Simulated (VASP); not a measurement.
# MnS: single point with PBE+U

The system is MnS.

```xyz
2
Lattice="0.0000 2.6118 2.6118 2.6118 0.0000 2.6118 2.6118 2.6118 0.0000" Properties=species:S:1:pos:R:3 pbc="T T T"
Mn    0.0000    0.0000    0.0000
S     2.6118    2.6118    2.6118
```

```json
{"Program": "VASP 6.6.1", "Task": "single point", "Functional": "PBE", "Potentials or basis": "VASP PAW PBE potentials, release 64 (Mn_pv, S)", "Cutoff": "520 eV", "k mesh": "7 × 7 × 7", "Occupations": "fermi-dirac, width 0.05 eV", "Spin": "collinear spin, ferromagnetic start", "Starting moments": "[1.0, 0.0] μB", "Fixed moment": "1 μB", "Hubbard terms": "Mn d U = 3.9 eV"}
```

```json
{"Pressure": "-0.6 GPa", "Net moment": "1.00 μB per cell", "Site moments": "Mn +1.04; S -0.09 μB", "Valence electrons inside the program's atomic spheres": "Mn 11.32; S 3.75"}
```

Eigenvalues of the final occupation matrices:
```csv
site,spin,trace,eigenvalues
site 1 d,1,3.00,0.11 0.11 0.93 0.93 0.93
site 1 d,2,1.96,0.03 0.03 0.03 0.94 0.94
```

Wall time 43 s on 1 thread of AMD EPYC 7R13 (shared host), peak memory 0.15 GiB.

Caveat: the total moment is fixed, so each spin has its own Fermi level and the state may be an excited one; a cell with one magnetic atom can't hold antiferromagnetic order, which such compounds often take. The state reached can hang on the start; a lower one may exist.
